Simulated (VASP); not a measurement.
# SiC (P6_3mc) in VASP: a series of runs, part 2 of 2

VASP 6.6.1. Earlier steps stand in the parts before.

### Step 3. Relaxation of cell and atoms, PBE

This run uses another cell than the first one, of 10.31 Å³/atom, 0.983 times its volume.

INCAR

```
SYSTEM = SiC
ALGO = Normal ; EDIFF = 1E-6
EDIFFG = -0.001 ; ENCUT = 600
GGA = PE ; IBRION = 2
ISIF = 3 ; ISMEAR = 0
LASPH = .True. ; LCHARG = .False.
LREAL = .False. ; LWAVE = .False.
NELM = 60 ; NSW = 100
PREC = Accurate ; SIGMA = 0.02
```

KPOINTS

```
k-points
0
Gamma
  12 12 2
  0 0 0
```

POSCAR

```
SiC
1.0
    3.0766210100      0.0000000000      0.0000000000
   -1.5383105100      2.6644319500      0.0000000000
    0.0000000000      0.0000000000     15.0980843200
Si C
6 6
Direct
    0.3333333300      0.6666666700      0.8329861500
    0.6666666700      0.3333333300      0.3329861500
    0.6666666700      0.3333333300      0.6665006000
    0.3333333300      0.6666666700      0.1665006000
    0.0000000000      0.0000000000      0.4997294200
    0.0000000000      0.0000000000      0.9997294200
    0.0000000000      0.0000000000      0.8743664100
    0.0000000000      0.0000000000      0.3743664100
    0.3333333300      0.6666666700      0.7079967800
    0.6666666700      0.3333333300      0.2079967800
    0.6666666700      0.3333333300      0.5415216400
    0.3333333300      0.6666666700      0.0415216400
```

Potentials or basis: VASP PAW PBE potentials, release 64 (Si, C).

Started as:

```bash
> cat potpaw_PBE.64/Si/POTCAR potpaw_PBE.64/C/POTCAR > POTCAR
> mpirun -np 1 vasp_std > vasp.out
```

OUTCAR:

```text
SYSTEM = SiC
   EDIFF = 1E-6
   EDIFFG = -0.001
   ENCUT = 600
   GGA = PE
   IBRION = 2
   ISIF = 3
   ISMEAR = 0
   LASPH = .True.
   LREAL = .False.
   NELM = 60
   NSW = 100
   PREC = Accurate

 ion  position               nearest neighbor table
   1  0.333  0.667  0.833-   7 1.88   7 1.88   7 1.88   9 1.89   3 3.08   3 3.08   3 3.08   6 3.08
                             6 3.08   6 3.08
   2  0.667  0.333  0.333-   8 1.88   8 1.88   8 1.88  10 1.89   4 3.08   4 3.08   4 3.08   5 3.08
                             5 3.08   5 3.08
   3  0.667  0.333  0.667-   9 1.88   9 1.88   9 1.88  11 1.89   1 3.08   1 3.08   1 3.08   5 3.08
                             5 3.08   5 3.08
   4  0.333  0.667  0.167-  10 1.88  10 1.88  10 1.88  12 1.89   2 3.08   2 3.08   2 3.08   6 3.08
                             6 3.08   6 3.08
   5  0.000  0.000  0.500-  11 1.89  11 1.89  11 1.89   8 1.89   2 3.08   2 3.08   2 3.08   3 3.08
                             3 3.08   3 3.08
   6  0.000  0.000  1.000-  12 1.89  12 1.89  12 1.89   7 1.89   1 3.08   1 3.08   1 3.08   4 3.08
                             4 3.08   4 3.08
   7  0.000  0.000  0.874-   1 1.88   1 1.88   1 1.88   6 1.89
   8  0.000  0.000  0.374-   2 1.88   2 1.88   2 1.88   5 1.89
   9  0.333  0.667  0.708-   3 1.88   3 1.88   3 1.88   1 1.89
  10  0.667  0.333  0.208-   4 1.88   4 1.88   4 1.88   2 1.89
  11  0.667  0.333  0.542-   5 1.89   5 1.89   5 1.89   3 1.89
  12  0.333  0.667  0.042-   6 1.89   6 1.89   6 1.89   4 1.89

  LATTYP: Found a hexagonal cell.
 ALAT       =     3.0766210100
 C/A-ratio  =     4.9073591680

  Lattice vectors:

 A1 = (   3.0766210100,   0.0000000000,   0.0000000000)
 A2 = (  -1.5383105100,   2.6644319500,   0.0000000000)
 A3 = (   0.0000000000,   0.0000000000,  15.0980843200)

Analysis of symmetry for initial positions (statically):
=====================================================================
 Subroutine PRICEL returns:
 Original cell was already a primitive cell.

 Routine SETGRP: Setting up the symmetry group for a
 hexagonal supercell.

 Subroutine GETGRP returns: Found 12 space group operations
 (whereof  6 operations were pure point group operations)
 out of a pool of 24 trial point group operations.
[... 168 lines left out ...]
 conjugate gradient relaxation of ions
 non-spin polarized calculation
 Gauss-broadening in eV      SIGMA  =   0.02
  energy-cutoff  :      600.00
  volume of cell :      123.77
 maximum number of plane-waves:      4176
 NGX is ok and might be reduce to    28
   NGX = 13   NGY = 13   NGZ = 61

--------------------------------------- Ionic step        1  -------------------------------------------

 number of electron      48.0000001 magnetization

 Free energy of the ion-electron system (eV)
  ---------------------------------------------------
  ext. energy  EPLUGINS =         0.00000000
  ---------------------------------------------------
  free energy    TOTEN  =       -90.35569739 eV

  energy without entropy =      -90.35569739  energy(sigma->0) =      -90.35569739

------------------------ aborting loop because EDIFF is reached ----------------------------------------

  FORCE on cell =-STRESS in cart. coord.  units (eV):
  Direction    XX          YY          ZZ          XY          YZ          ZX
  --------------------------------------------------------------------------------------
  -------------------------------------------------------------------------------------
  Total        2.8964564      2.8964564      2.8234033     -0.0000000      0.0000000      0.0000000
  in kB       37.4953230     37.4953229     36.5496332     -0.0000001      0.0000000      0.0000000
  external PRESSURE =      37.1800930 kB  Pullay stress =       0.0000000 kB
[... 309 lines left out ...]
--------------------------------------- Ionic step        8  -------------------------------------------

 number of electron      48.0000001 magnetization

 Free energy of the ion-electron system (eV)
  ---------------------------------------------------
  ext. energy  EPLUGINS =         0.00000000
  ---------------------------------------------------
  free energy    TOTEN  =       -90.37980238 eV

  energy without entropy =      -90.37980238  energy(sigma->0) =      -90.37980238

 E-fermi :   8.1355     XC(G=0): -11.2940

 val. band max:        7.9967987406   @ k =   0.0000   0.0000   0.0000
 cond. band min:      10.0261672991   @ k =   0.5000   0.0000   0.0000
 fundamental gap:      2.0293685585
 Fermi energy:         8.1354839882

 k-point     1 :       0.0000    0.0000    0.0000
  band No.  band energies     occupation
      1      -7.3502      2.00000
      2      -6.8344      2.00000
      3      -6.7993      2.00000
      4      -5.3234      2.00000
      5      -5.2949      2.00000
      6      -3.8354      2.00000
[... 805 lines left out ...]
     30      13.2534      0.00000
     31      13.9977      0.00000

 [... further k-points ...]

------------------------ aborting loop because EDIFF is reached ----------------------------------------

  FORCE on cell =-STRESS in cart. coord.  units (eV):
  Direction    XX          YY          ZZ          XY          YZ          ZX
  --------------------------------------------------------------------------------------
  -------------------------------------------------------------------------------------
  Total       -0.0104900     -0.0104900     -0.0014041      0.0000000      0.0000000      0.0000000
  in kB       -0.1335094     -0.1335094     -0.0178706      0.0000000      0.0000000      0.0000000
  external PRESSURE =      -0.0949631 kB  Pullay stress =       0.0000000 kB
[... 27 lines left out ...]
  FREE ENERGIE OF THE ION-ELECTRON SYSTEM (eV)
  ---------------------------------------------------
  free  energy   TOTEN  =       -90.3798023823 eV

  energy  without entropy=      -90.3798023823  energy(sigma->0) =      -90.37980238

 reached required accuracy - stopping structural energy minimisation
```

It took 28 min on 1 thread of AMD EPYC 7R13, shared host; peak memory 0.35 GiB.

What came out:

| Quantity | Value |
| --- | --- |
| Free energy | -90.3798 eV |
| Relaxed volume | 10.49 Å³/atom |
| Relaxed cell | a = 3.094 Å, b = 3.094 Å, c = 15.182 Å, α = 90.00°, β = 90.00°, γ = 120.00° |
| Space group after relaxing (to 0.05 Å) | P6_3mc (No. 186) |
| Energy gained by relaxing | 2.0 meV/atom |
| Ionic steps | 8 |
| Pressure after relaxing | 0.0 GPa |
| Band gap on the k mesh | 2.03 eV, indirect (least direct gap 3.12 eV) |

The path:
```
step  energy change (eV)  largest force (eV/Å)  pressure (GPa)  volume (Å³)
   1              0.0000                0.0075            3.72       123.77
   2              0.0013                0.0174           -3.59       128.10
   3             -0.0241                0.0053            0.00       125.88
   4             -0.0241                0.0050            0.07       125.84
   5             -0.0241                0.0045            0.07       125.84
   6             -0.0241                0.0014            0.07       125.84
   7             -0.0241                0.0007            0.05       125.85
   8             -0.0241                0.0006           -0.01       125.89
```

Final structure:
```
Si C
1.0
     3.09422    0.00000    0.00000
    -1.54711    2.67967    0.00000
     0.00000    0.00000   15.18246
Si C
6 6
Direct
  0.33333 0.66667 0.83299
  0.66667 0.33333 0.33299
  0.66667 0.33333 0.66650
  0.33333 0.66667 0.16650
  0.00000 0.00000 0.49973
  0.00000 0.00000 0.99973
  0.00000 0.00000 0.87437
  0.00000 0.00000 0.37437
  0.33333 0.66667 0.70800
  0.66667 0.33333 0.20800
  0.66667 0.33333 0.54151
  0.33333 0.66667 0.04152
```

A k mesh can miss the band edges. A hybrid or GW would open this gap; PBE tends to underestimate it.
